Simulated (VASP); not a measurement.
# CdP2C (P-4m2) in VASP: single point with PBE

Aim: the single point of CdP2C with PBE.

Program: VASP 6.6.1. These are calculated values, not measurements. Logs are shortened: lines on timing, memory, paths and dates and some standing lists are left out, and cuts for length are marked.

## 1. The cell of the first run

It takes space group P-4m2 (No. 115, tetragonal). Conventional cell: a = 3.215 Å, b = 3.215 Å, c = 5.999 Å, α = 90.00°, β = 90.00°, γ = 90.00°. Cd (site symmetry -4m2) has 4 P at 2.55 Å and 4 Cd at 3.21 Å within 3.4 Å. P (site symmetry 2mm) has 2 C at 1.91 Å and 2 Cd at 2.55 Å within 2.6 Å. Within 2.5 Å of C (site symmetry -4m2) lie 4 P at 1.91 Å.

## 2. Single point, PBE (15.50 Å³/atom)

File INCAR:

```
  ALGO = Normal
  EDIFF = 1E-6
  ENCUT = 700
  GGA = PE
  GGA_COMPAT = F
  ISIF = 2
  ISMEAR = -1
  LASPH = T
  LCHARG = T
  LELF = T
  LREAL = F
  LVHAR = T
  LWAVE = F
  NBANDS = 25
  NELM = 120
  PREC = Accurate
  SIGMA = 0.02
```

File KPOINTS:

```
k-points
0
Gamma
  6 6 4
```

File POSCAR:

```
CdP2C
1.0
    3.2149543768      0.0000000000      0.0000000000
    0.0000000000      3.2149543768      0.0000000000
    0.0000000000      0.0000000000      5.9986298316
Cd P C
1 2 1
Direct
    0.0000000000      0.0000000000      0.0000000000
    0.0000000000      0.5000000000      0.3295789830
    0.5000000000      0.0000000000      0.6704210170
    0.5000000000      0.5000000000      0.5000000000
```

Potentials or basis: VASP PAW PBE potentials, release 64 (Cd_sv_GW, P, C).

On the command line:

```
> cat potpaw_PBE.64/Cd_sv_GW/POTCAR potpaw_PBE.64/P/POTCAR potpaw_PBE.64/C/POTCAR > POTCAR
> mpirun -np 1 vasp_std > vasp.out
```

OUTCAR:

```text
EDIFF = 1E-6
   ENCUT = 700
   GGA = PE
   ISIF = 2
   ISMEAR = -1
   LASPH = T
   LREAL = F
   NELM = 120
   PREC = Accurate

 ion  position               nearest neighbor table
   1  0.000  0.000  0.000-   2 2.55   3 2.55   2 2.55   3 2.55
   2  0.000  0.500  0.330-   4 1.91   4 1.91   1 2.55   1 2.55
   3  0.500  0.000  0.670-   4 1.91   4 1.91   1 2.55   1 2.55
   4  0.500  0.500  0.500-   2 1.91   3 1.91   3 1.91   2 1.91

  LATTYP: Found a simple tetragonal cell.
 ALAT       =     3.2149543768
 C/A-ratio  =     1.8658522419

  Lattice vectors:

 A1 = (   3.2149543768,   0.0000000000,   0.0000000000)
 A2 = (   0.0000000000,   3.2149543768,   0.0000000000)
 A3 = (   0.0000000000,   0.0000000000,   5.9986298316)

Analysis of symmetry for initial positions (statically):
=====================================================================
 Subroutine PRICEL returns:
 Original cell was already a primitive cell.

 Routine SETGRP: Setting up the symmetry group for a
 simple tetragonal supercell.

 Subroutine GETGRP returns: Found  8 space group operations
 (whereof  8 operations were pure point group operations)
 out of a pool of 16 trial point group operations.

The static configuration has the point symmetry D_2d.

Analysis of symmetry for dynamics (positions and initial velocities):
=====================================================================
 Subroutine PRICEL returns:
 Original cell was already a primitive cell.

 Routine SETGRP: Setting up the symmetry group for a
 simple tetragonal supercell.

 Subroutine GETGRP returns: Found  8 space group operations
 (whereof  8 operations were pure point group operations)
 out of a pool of 16 trial point group operations.

The dynamic configuration has the point symmetry D_2d.

 Subroutine INISYM returns: Found  8 space group operations
 (whereof  8 operations are pure point group operations),
 and found     1 'primitive' translations

----------------------------------------------------------------------------------------

                                     Primitive cell

[... 86 lines left out ...]
   ISTART =      0    job   : 0-new  1-cont  2-samecut
   ICHARG =      2    charge: 1-file 2-atom 10-const
   ISPIN  =      1    spin polarized calculation?
   LNONCOLLINEAR =      F non collinear calculations
   LSORBIT =      F    spin-orbit coupling
   LASPH  =      T    aspherical Exc in radial PAW
   ENCUT  =  700.0 eV  51.45 Ry    7.17 a.u.   6.94  6.94 12.94*2*pi/ulx,y,z
   NELM   =    120;   NELMIN=  2; NELMDL= -5     # of ELM steps
   EDIFF  = 0.1E-05   stopping-criterion for ELM
   LREAL  =      F    real-space projection
   EDIFFG = 0.1E-04   stopping-criterion for IOM
   NSW    =      0    number of steps for IOM
   IBRION =     -1    ionic relax: 0-MD 1-quasi-New 2-CG
   NFREE  =      0    steps in history (QN), initial steepest desc. (CG)
   ISIF   =      2    stress and relaxation
   ISYM   =      2    0-nonsym 1-usesym 2-fastsym
   POTIM  = 0.5000    time-step for ionic-motion
   TEBEG  =    0.0;   TEEND  =   0.0 temperature during run
   PSTRESS=    0.0 pullay stress
   NELECT =      34.0000    total number of electrons
   NUPDOWN=      -1.0000    fix difference up-down
   EMIN   =  10.00;   EMAX   =-10.00  energy-range for DOS
   EFERMI =   0.00;   METHOD = LEGACY
   ISMEAR =    -1;   SIGMA  =   0.02  broadening in eV -4-tet -1-fermi 0-gaus
   EFERMI_NEDOS =   21; number of points for ismear=-14 and -15
   IALGO  =     38    algorithm
   IMIX   =      4    mixing-type and parameters
     AMIX     =   0.40;   BMIX     =  1.00
     AMIX_MAG =   1.60;   BMIX_MAG =  1.00
  volume/ion in A,a.u.               =      15.50       104.60
  Fermi-wavevector in a.u.,A,eV,Ry     =   1.339987  2.532208 24.430146  1.795565
  Thomas-Fermi vector in A             =   2.468335
   LORBIT       =      0    0 simple, 1 ext, 2 COOP (PROOUT), +10 PAW based schemes
   GGA     = PE    functional components
   LHFCALC =     F    Hartree Fock is set to
   AEXX    =    0.0000 exact exchange contribution
   IVDW    =     0    specifies the selected vdW correction
   LEPSILON=     F    determine dielectric tensor
   LRPA    =     F    only Hartree local field effects (RPA)
 non-spin polarized calculation
  energy-cutoff  :      700.00
  volume of cell :       62.00
 maximum number of plane-waves:      2628
 NGX is ok and might be reduce to    28
   NGX = 13   NGY = 13   NGZ = 25

 number of electron      34.0000005 magnetization

 Free energy of the ion-electron system (eV)
  ---------------------------------------------------
  ext. energy  EPLUGINS =         0.00000000
  ---------------------------------------------------
  free energy    TOTEN  =       -18.07870386 eV

  energy without entropy =      -18.07646436  energy(sigma->0) =      -18.07758411

 E-fermi :   8.0856     XC(G=0): -10.9064

 val. band max:        8.0454638143   @ k =   0.1667   0.0000   0.5000
 cond. band min:       8.0897089312   @ k =   0.3333   0.3333   0.0000
 fundamental gap:      0.0442451169
 Fermi energy:         8.0855802928

 k-point     1 :       0.0000    0.0000    0.0000
  band No.  band energies     occupation
      1     -95.6939      2.00000
      2     -56.7533      2.00000
      3     -56.7533      2.00000
      4     -56.7005      2.00000
      5      -9.3161      2.00000
      6      -4.2884      2.00000
[... 661 lines left out ...]
     24      15.1810      0.00000
     25      17.3282      0.00000

 [... further k-points ...]

------------------------ aborting loop because EDIFF is reached ----------------------------------------

  FORCE on cell =-STRESS in cart. coord.  units (eV):
  Direction    XX          YY          ZZ          XY          YZ          ZX
  --------------------------------------------------------------------------------------
  -------------------------------------------------------------------------------------
  Total        2.1223034      2.1223034      2.8625090      0.0000000      0.0000000      0.0000000
  in kB       54.8423896     54.8423896     73.9700224      0.0000000      0.0000000      0.0000000
  external PRESSURE =      61.2182672 kB  Pullay stress =       0.0000000 kB

 VOLUME and BASIS-vectors are now :
 -----------------------------------------------------------------------------
  energy-cutoff  :      700.00
  volume of cell :       62.00
      direct lattice vectors                 reciprocal lattice vectors
     3.214954377  0.000000000  0.000000000     0.311046405  0.000000000  0.000000000
     0.000000000  3.214954377  0.000000000     0.000000000  0.311046405  0.000000000
     0.000000000  0.000000000  5.998629832     0.000000000  0.000000000  0.166704736

 POSITION                                       TOTAL-FORCE (eV/Angst)
 -----------------------------------------------------------------------------------
      0.00000      0.00000      0.00000         0.000000     -0.000000      0.000000
      0.00000      1.60748      1.97702         0.000000      0.000000     -0.107394
      1.60748      0.00000      4.02161         0.000000      0.000000      0.107394
      1.60748      1.60748      2.99931         0.000000     -0.000000      0.000000
 -----------------------------------------------------------------------------------
    total drift:                               -0.000000      0.000000     -0.000000

  FREE ENERGIE OF THE ION-ELECTRON SYSTEM (eV)
  ---------------------------------------------------
  free  energy   TOTEN  =       -18.0787038644 eV

  energy  without entropy=      -18.0764643643  energy(sigma->0) =      -18.07758411
```

Wall time 90 s (1 thread of AMD EPYC 7R43 (Zen 3), shared host); peak memory 0.22 GiB.

Results:

| Item | Value |
| --- | --- |
| Free energy | -18.0787 eV |
| Pressure | 6.1 GPa |
| Largest force | 0.107 eV/Å |
| Band gap on the k mesh | zero (bands 17 and 18 overlap by 0.59 eV) |

Forces in eV/Å, atoms in the order of the input:
```
Cd   0.000  0.000  0.000
P    0.000  0.000 -0.107
P    0.000  0.000  0.107
C    0.000  0.000  0.000
```

Caveat: the cell stands under pressure.

The gap in the log of VASP goes by the Fermi energy; the results here count the filled bands.